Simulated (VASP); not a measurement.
# Ag (Im-3m) in VASP: single point with PBEsol

Aim: the single point of Ag with PBEsol.

Everything below comes from runs of VASP 6.6.1. Logs are shortened: lines on timing, memory, paths and dates and some standing lists are left out, and cuts for length are marked.

### Step 1. The cell of the first run

Symmetry: Im-3m, No. 229, cubic system. The conventional cell has a = 3.311 Å, b = 3.311 Å, c = 3.311 Å, α = 90.00°, β = 90.00°, γ = 90.00°. Ag (site symmetry m-3m) has 14 Ag at 2.87 to 3.31 Å within 3.8 Å.

This isn't the form of Ag at room conditions, which is fcc.

### Step 2. Single point, PBEsol

File INCAR:

```
SYSTEM = Ag
  PREC = Accurate
  ENCUT = 520
  EDIFF = 1E-7
  ISMEAR = 0
  SIGMA = 0.15
  LREAL = .FALSE.
  LASPH = .TRUE.
  NELM = 100
  ALGO = Fast
  ISIF = 2
  LWAVE = .FALSE.
  LCHARG = .FALSE.
  GGA = PS
  NBANDS = 54
```

File KPOINTS:

```
regular mesh
0
G
  10 10 10
  0 0 0
```

File POSCAR:

```
Ag
1.0
   -3.3113080000      3.3113080000     -3.3113080000
    3.3113080000     -3.3113080000     -3.3113080000
   -3.3113080000     -3.3113080000      3.3113080000
Ag
8
Direct
    0.5000000000      0.5000000000      0.5000000000
    0.5000000000      0.5000000000      0.0000000000
    0.0000000000      0.5000000000      0.5000000000
    0.0000000000      0.5000000000      0.0000000000
    0.5000000000      0.0000000000      0.5000000000
    0.5000000000      0.0000000000      0.0000000000
    0.0000000000      0.0000000000      0.5000000000
    0.0000000000      0.0000000000      0.0000000000
```

Potentials or basis: VASP PAW PBE potentials, release 64 (Ag).

The run is started by

```bash
cat potpaw_PBE.64/Ag/POTCAR > POTCAR
mpirun -np 1 vasp_std > vasp.out
```

OUTCAR:

```text
SYSTEM = Ag
   PREC = Accurate
   ENCUT = 520
   EDIFF = 1E-7
   ISMEAR = 0
   LREAL = .FALSE.
   LASPH = .TRUE.
   NELM = 100
   ISIF = 2
   GGA = PS

 ion  position               nearest neighbor table
   1  0.500  0.500  0.500-   2 2.87   3 2.87   5 2.87   8 2.87   2 2.87   5 2.87   3 2.87   8 2.87
                             7 3.31   6 3.31   4 3.31   4 3.31   7 3.31   6 3.31
   2  0.500  0.500  0.000-   1 2.87   4 2.87   6 2.87   7 2.87   1 2.87   6 2.87   4 2.87   7 2.87
                             5 3.31   5 3.31   8 3.31   3 3.31   8 3.31   3 3.31
   3  0.000  0.500  0.500-   1 2.87   4 2.87   6 2.87   7 2.87   4 2.87   7 2.87   1 2.87   6 2.87
                             5 3.31   8 3.31   8 3.31   2 3.31   5 3.31   2 3.31
   4  0.000  0.500  0.000-   2 2.87   3 2.87   5 2.87   8 2.87   3 2.87   8 2.87   2 2.87   5 2.87
                             7 3.31   7 3.31   1 3.31   1 3.31   6 3.31   6 3.31
   5  0.500  0.000  0.500-   1 2.87   4 2.87   6 2.87   7 2.87   6 2.87   1 2.87   7 2.87   4 2.87
                             2 3.31   2 3.31   8 3.31   8 3.31   3 3.31   3 3.31
   6  0.500  0.000  0.000-   2 2.87   3 2.87   5 2.87   8 2.87   5 2.87   2 2.87   8 2.87   3 2.87
                             7 3.31   1 3.31   4 3.31   7 3.31   4 3.31   1 3.31
   7  0.000  0.000  0.500-   2 2.87   3 2.87   5 2.87   8 2.87   8 2.87   3 2.87   5 2.87   2 2.87
                             6 3.31   4 3.31   4 3.31   6 3.31   1 3.31   1 3.31
   8  0.000  0.000  0.000-   1 2.87   4 2.87   6 2.87   7 2.87   7 2.87   4 2.87   6 2.87   1 2.87
                             3 3.31   3 3.31   2 3.31   5 3.31   2 3.31   5 3.31

  LATTYP: Found a body centered cubic cell.
 ALAT       =     6.6226160000

  Lattice vectors:

 A1 = (  -3.3113080000,   3.3113080000,  -3.3113080000)
 A2 = (   3.3113080000,  -3.3113080000,  -3.3113080000)
 A3 = (  -3.3113080000,  -3.3113080000,   3.3113080000)

Analysis of symmetry for initial positions (statically):
=====================================================================
 Subroutine PRICEL returns following result:

  LATTYP: Found a body centered cubic cell.
 ALAT       =     3.3113080000

  Lattice vectors:

 A1 = (  -1.6556540000,   1.6556540000,  -1.6556540000)
 A2 = (   1.6556540000,  -1.6556540000,  -1.6556540000)
 A3 = (  -1.6556540000,  -1.6556540000,   1.6556540000)

   8 primitive cells build up your supercell.

 Routine SETGRP: Setting up the symmetry group for a
 body centered cubic supercell.

 Subroutine GETGRP returns: Found 48 space group operations
 (whereof 48 operations were pure point group operations)
 out of a pool of 48 trial point group operations.

The static configuration has the point symmetry O_h .

Analysis of symmetry for dynamics (positions and initial velocities):
=====================================================================
 Subroutine PRICEL returns following result:

  LATTYP: Found a body centered cubic cell.
 ALAT       =     3.3113080000

  Lattice vectors:

 A1 = (  -1.6556540000,   1.6556540000,  -1.6556540000)
 A2 = (   1.6556540000,  -1.6556540000,  -1.6556540000)
 A3 = (  -1.6556540000,  -1.6556540000,   1.6556540000)

   8 primitive cells build up your supercell.

 Routine SETGRP: Setting up the symmetry group for a
 body centered cubic supercell.

 Subroutine GETGRP returns: Found 48 space group operations
 (whereof 48 operations were pure point group operations)
 out of a pool of 48 trial point group operations.

The dynamic configuration has the point symmetry O_h .

 Subroutine INISYM returns: Found 48 space group operations
 (whereof 48 operations are pure point group operations),
 and found     8 'primitive' translations

----------------------------------------------------------------------------------------

                                     Primitive cell

  volume of cell :      18.1538

  direct lattice vectors                    reciprocal lattice vectors
    -1.655654000  1.655654000 -1.655654000    -0.301995465  0.000000000 -0.301995465
     1.655654000 -1.655654000 -1.655654000     0.000000000 -0.301995465 -0.301995465
    -1.655654000 -1.655654000  1.655654000    -0.301995465 -0.301995465  0.000000000

  length of vectors
     2.867676848  2.867676848  2.867676848     0.427086083  0.427086083  0.427086083

  position of ions in fractional coordinates (direct lattice)
     0.000000000  0.000000000  0.000000000

  ion indices of the primitive-cell ions
   primitive index   ion index
                 1           1

----------------------------------------------------------------------------------------

 KPOINTS: regular mesh

Automatic generation of k-mesh.
 Grid dimensions read from file:
 generate k-points for:   10   10   10

 Generating k-lattice:

  Cartesian coordinates                     Fractional coordinates (reciprocal lattice)
    -0.015099773  0.000000000 -0.015099773     0.100000000  0.000000000  0.000000000
     0.000000000 -0.015099773 -0.015099773     0.000000000  0.100000000  0.000000000
    -0.015099773 -0.015099773  0.000000000     0.000000000  0.000000000  0.100000000

  Length of vectors
     0.021354304  0.021354304  0.021354304

  Shift w.r.t. Gamma in fractional coordinates (k-lattice)
     0.000000000  0.000000000  0.000000000

 Subroutine IBZKPT returns following result:
 ===========================================

 Found     47 irreducible k-points:

 Following reciprocal coordinates:
            Coordinates               Weight
  0.000000  0.000000  0.000000      1.000000
  0.100000  0.000000  0.000000     12.000000
  0.200000  0.000000  0.000000     12.000000
  0.300000  0.000000  0.000000     12.000000
  0.400000  0.000000  0.000000     12.000000
  0.500000  0.000000  0.000000      6.000000
[... 16 lines left out ...]
  0.300000  0.300000  0.100000      8.000000
 -0.300000  0.300000  0.100000     24.000000
 [... further k-points ...]
   k-points           NKPTS =     47   k-points in BZ     NKDIM =     47   number of bands    NBANDS=     54
   number of dos      NEDOS =    301   number of ions     NIONS =      8
   total plane-waves  NPLWV = 110592
   dimension x,y,z NGX =    48 NGY =   48 NGZ =   48
   dimension x,y,z NGXF=    96 NGYF=   96 NGZF=   96
   ions per type =               8
   NGX,Y,Z   is equivalent  to a cutoff of  13.91, 13.91, 13.91 a.u.
   NGXF,Y,Z  is equivalent  to a cutoff of  27.83, 27.83, 27.83 a.u.
 SYSTEM =  Ag
   PREC   = accura    normal or accurate (medium, high low for compatibility)
   ISTART =      0    job   : 0-new  1-cont  2-samecut
   ICHARG =      2    charge: 1-file 2-atom 10-const
   ISPIN  =      1    spin polarized calculation?
   LNONCOLLINEAR =      F non collinear calculations
   LSORBIT =      F    spin-orbit coupling
   LASPH  =      T    aspherical Exc in radial PAW
   ENCUT  =  520.0 eV  38.22 Ry    6.18 a.u.  10.66 10.66 10.66*2*pi/ulx,y,z
   NELM   =    100;   NELMIN=  2; NELMDL= -5     # of ELM steps
   EDIFF  = 0.1E-06   stopping-criterion for ELM
   LREAL  =      F    real-space projection
   EDIFFG = 0.1E-05   stopping-criterion for IOM
   NSW    =      0    number of steps for IOM
   IBRION =     -1    ionic relax: 0-MD 1-quasi-New 2-CG
   NFREE  =      0    steps in history (QN), initial steepest desc. (CG)
   ISIF   =      2    stress and relaxation
   ISYM   =      2    0-nonsym 1-usesym 2-fastsym
   POTIM  = 0.5000    time-step for ionic-motion
   TEBEG  =    0.0;   TEEND  =   0.0 temperature during run
   PSTRESS=    0.0 pullay stress
   NELECT =      88.0000    total number of electrons
   NUPDOWN=      -1.0000    fix difference up-down
   EMIN   =  10.00;   EMAX   =-10.00  energy-range for DOS
   EFERMI =   0.00;   METHOD = LEGACY
   ISMEAR =     0;   SIGMA  =   0.15  broadening in eV -4-tet -1-fermi 0-gaus
   EFERMI_NEDOS =   21; number of points for ismear=-14 and -15
   IALGO  =     68    algorithm
   IMIX   =      4    mixing-type and parameters
     AMIX     =   0.40;   BMIX     =  1.00
     AMIX_MAG =   1.60;   BMIX_MAG =  1.00
  volume/ion in A,a.u.               =      18.15       122.51
  Fermi-wavevector in a.u.,A,eV,Ry     =   1.385318  2.617871 26.111022  1.919106
  Thomas-Fermi vector in A             =   2.509739
   LORBIT       =      0    0 simple, 1 ext, 2 COOP (PROOUT), +10 PAW based schemes
   GGA     = PS    functional components
   LHFCALC =     F    Hartree Fock is set to
   AEXX    =    0.0000 exact exchange contribution
   IVDW    =     0    specifies the selected vdW correction
   LEPSILON=     F    determine dielectric tensor
   LRPA    =     F    only Hartree local field effects (RPA)
 non-spin polarized calculation
 RMM-DIIS sequential band-by-band and
 Gauss-broadening in eV      SIGMA  =   0.15
  energy-cutoff  :      520.00
  volume of cell :      145.23
 maximum number of plane-waves:      3945
 NGX is ok and might be reduce to    48
   NGX = 21   NGY = 21   NGZ = 21

 number of electron      88.0000012 magnetization

 Free energy of the ion-electron system (eV)
  ---------------------------------------------------
  ext. energy  EPLUGINS =         0.00000000
  ---------------------------------------------------
  free energy    TOTEN  =       -25.88929610 eV

  energy without entropy =      -25.84810490  energy(sigma->0) =      -25.86870050

 E-fermi :   7.3929     XC(G=0): -12.0408

 val. band max:        7.3921995160   @ k =  -0.2000   0.3000   0.1000
 cond. band min:       7.4184377278   @ k =   0.0000   0.0000   0.0000
 fundamental gap:      0.0262382117
 Fermi energy:         7.3928772814

 k-point     1 :       0.0000    0.0000    0.0000
  band No.  band energies     occupation
      1       0.0210      2.00000
      2       1.3795      2.00000
      3       1.3795      2.00000
      4       1.3795      2.00000
      5       1.3795      2.00000
      6       1.3795      2.00000
[... 46 lines left out ...]
     53      11.1798      0.00000
     54      14.0633      0.00000

 k-point     2 :       0.1000    0.0000    0.0000
  band No.  band energies     occupation
      1       0.1000      2.00000
      2       1.4004      2.00000
      3       1.4197      2.00000
      4       1.4197      2.00000
      5       1.4197      2.00000
      6       1.4197      2.00000
[... 46 lines left out ...]
     53      11.8474      0.00000
     54      13.8139      0.00000

 k-point     3 :       0.2000    0.0000    0.0000
  band No.  band energies     occupation
      1       0.3308      2.00000
      2       1.4563      2.00000
      3       1.5345      2.00000
      4       1.5345      2.00000
      5       1.5345      2.00000
      6       1.5345      2.00000
[... 46 lines left out ...]
     53      13.2474      0.00000
     54      13.2599      0.00000
[... 1084 lines left out ...]
 k-point    23 :       0.3000    0.3000    0.1000
  band No.  band energies     occupation
      1       1.8839      2.00000
      2       1.8839      2.00000
      3       1.8839      2.00000
      4       2.0507      2.00000
      5       2.2441      2.00000
      6       2.2441      2.00000
[... 46 lines left out ...]
     53      13.4057      0.00000
     54      13.6344      0.00000

 k-point    24 :      -0.3000    0.3000    0.1000
  band No.  band energies     occupation
      1       0.7631      2.00000
      2       1.5750      2.00000
      3       1.7109      2.00000
      4       1.7109      2.00000
      5       1.7199      2.00000
      6       1.7422      2.00000
[... 46 lines left out ...]
     53      13.5983      0.00000
     54      14.0085      0.00000

 [... further k-points ...]

------------------------ aborting loop because EDIFF is reached ----------------------------------------

  FORCE on cell =-STRESS in cart. coord.  units (eV):
  Direction    XX          YY          ZZ          XY          YZ          ZX
  --------------------------------------------------------------------------------------
  -------------------------------------------------------------------------------------
  Total       -6.6250809     -6.6250809     -6.6250809     -0.0000000      0.0000000     -0.0000000
  in kB      -73.0874889    -73.0874889    -73.0874889     -0.0000000      0.0000000     -0.0000000
  external PRESSURE =     -73.0874889 kB  Pullay stress =       0.0000000 kB

 VOLUME and BASIS-vectors are now :
 -----------------------------------------------------------------------------
  energy-cutoff  :      520.00
  volume of cell :      145.23
      direct lattice vectors                 reciprocal lattice vectors
    -3.311308000  3.311308000 -3.311308000    -0.150997733  0.000000000 -0.150997733
     3.311308000 -3.311308000 -3.311308000     0.000000000 -0.150997733 -0.150997733
    -3.311308000 -3.311308000  3.311308000    -0.150997733 -0.150997733  0.000000000

 POSITION                                       TOTAL-FORCE (eV/Angst)
 -----------------------------------------------------------------------------------
     -1.65565     -1.65565     -1.65565         0.000000     -0.000000      0.000000
      0.00000      0.00000     -3.31131         0.000000      0.000000     -0.000000
      0.00000     -3.31131      0.00000        -0.000000     -0.000000      0.000000
      1.65565     -1.65565     -1.65565        -0.000000     -0.000000      0.000000
     -3.31131      0.00000      0.00000         0.000000      0.000000     -0.000000
     -1.65565      1.65565     -1.65565         0.000000      0.000000      0.000000
     -1.65565     -1.65565      1.65565         0.000000     -0.000000      0.000000
      0.00000      0.00000      0.00000        -0.000000      0.000000     -0.000000
 -----------------------------------------------------------------------------------
    total drift:                               -0.000000     -0.000000      0.000000

  FREE ENERGIE OF THE ION-ELECTRON SYSTEM (eV)
  ---------------------------------------------------
  free  energy   TOTEN  =       -25.8892960971 eV

  energy  without entropy=      -25.8481049040  energy(sigma->0) =      -25.86870050
```

Run time: 6.6 min. Hardware: 1 thread of AMD EPYC 9R45 (Zen 5), shared host; peak memory 0.44 GiB.

What came out:

```yaml
Free_energy: -25.8893 eV
Pressure: -7.3 GPa
Band_gap_on_the_k_mesh: zero (bands 44 and 45 overlap by 2.36 eV)
```

Caveat: the cell stands under tension; the PAW data sets were made with another functional, which shifts forces and pressure a little.
